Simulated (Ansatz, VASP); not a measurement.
**As in VASP and in Ansatz**

```
As
1.0
     3.64306    0.00000    0.00000
    -1.82153    3.09312    0.00000
     0.00000    0.00000   28.57424
As
2
Direct
  0.33273 0.66547 0.47572
  0.66727 0.33453 0.52428
```

Alike in both runs: task single point; functional PBE; dispersion D3(BJ); k mesh 9 × 9 × 1; no spin polarisation.

```csv
,VASP,Ansatz
version,VASP 6.6.1,Ansatz 0.2.0
potentials or method,"VASP PAW PBE potentials, release 64 (As), cutoff 520 eV","scalar-relativistic, plane waves, PAW"
occupations,"fermi-dirac, width 0.02 eV","fermi-dirac, width 0.005 eV"
valence electrons in the cell,10,30
```

VASP gave:

| Quantity | Value |
| --- | --- |
| gap on the k mesh at the Fermi level (eV) | 1.47 |
| rms of the force components (eV/Å) | 0.054 |

Problem. Estimate Ansatz's values.

Solution. gap on the k mesh at the Fermi level (eV): 1.47; rms of the force components (eV/Å): 0.006.

Atom by atom the forces differ by 0.050 eV/Å (rms over components). VASP's potentials hold 10 valence electrons a cell and Ansatz's 30, so a difference there can come from the potentials and not from the codes.
